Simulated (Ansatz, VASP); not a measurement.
Two plane-wave programs on Hg

```
Hg
1.0
     1.74632    1.00824    2.14788
    -1.74632    1.00824    2.14788
     0.00000   -2.01648    2.14788
Hg
1
Direct
  0.00000 0.00000 0.00000
```

Alike in both runs: functional LDA; k mesh 11 × 11 × 11; occupations fermi-dirac, width 0.1 eV; no spin polarisation.

Ansatz relaxed the structure, and its values are those at the end. VASP's run is a single point on that final structure, the one shown.

|  | VASP | Ansatz |
| --- | --- | --- |
| version | VASP 6.6.1 | Ansatz 0.2.0 |
| potentials or method | VASP PAW LDA potentials, release 64 (Hg_sv_GW), cutoff 550 eV | plane waves (420 eV) with PAW, scalar-relativistic |
| valence electrons in the cell | 20 | 20 |

```csv
,VASP,Ansatz,Ansatz less VASP
pressure (GPa),0.0,0.0,+0.03
```

Ansatz warns that its potentials were made for another functional, while VASP's fit it. LDA's correlation is that of Perdew and Zunger in VASP and of Perdew and Wang (1992) in Ansatz.

Spin-orbit coupling is off throughout.
